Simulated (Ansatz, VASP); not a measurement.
Li: VASP beside Ansatz

```xyz
2
Lattice="0.0000 -2.0117 -2.0955 0.0000 2.0117 -2.0955 4.0233 0.0000 0.0000" Properties=species:S:1:pos:R:3 pbc="T T T"
Li    1.8843    0.0000   -2.0955
Li    0.1274    0.0000    0.0000
```

Change from the starting cell: mode 6 frozen in at -0.133 Å, equal normal strain along x and y -0.0400.

Alike in both runs: task single point; functional PBEsol; dispersion D3(BJ); k mesh 16 × 16 × 10; occupations gaussian, width 0.15 eV; no spin polarisation.

|  | VASP | Ansatz |
| --- | --- | --- |
| version | VASP 6.6.1 | Ansatz 0.2.0 |
| potentials or method | VASP PAW PBE potentials, release 64 (Li_sv), cutoff 520 eV | scalar-relativistic, plane waves, PAW |
| valence electrons in the cell | 6 | 6 |

|  | VASP | Ansatz | Ansatz less VASP |
| --- | --- | --- | --- |
| gap on the k mesh at the Fermi level (eV) | none | none | - |
| rms of the force components (eV/Å) | 0.342 | 0.340 | -0.0016 |

VASP's potentials were made for PBE, not for PBEsol. Atom by atom the forces differ by 0.002 eV/Å (rms over components). A gap of «none» marks a metal or a gap that the smearing closes.

Noted on VASP's run: the cutoff is short for stress, so the pressure is rough.
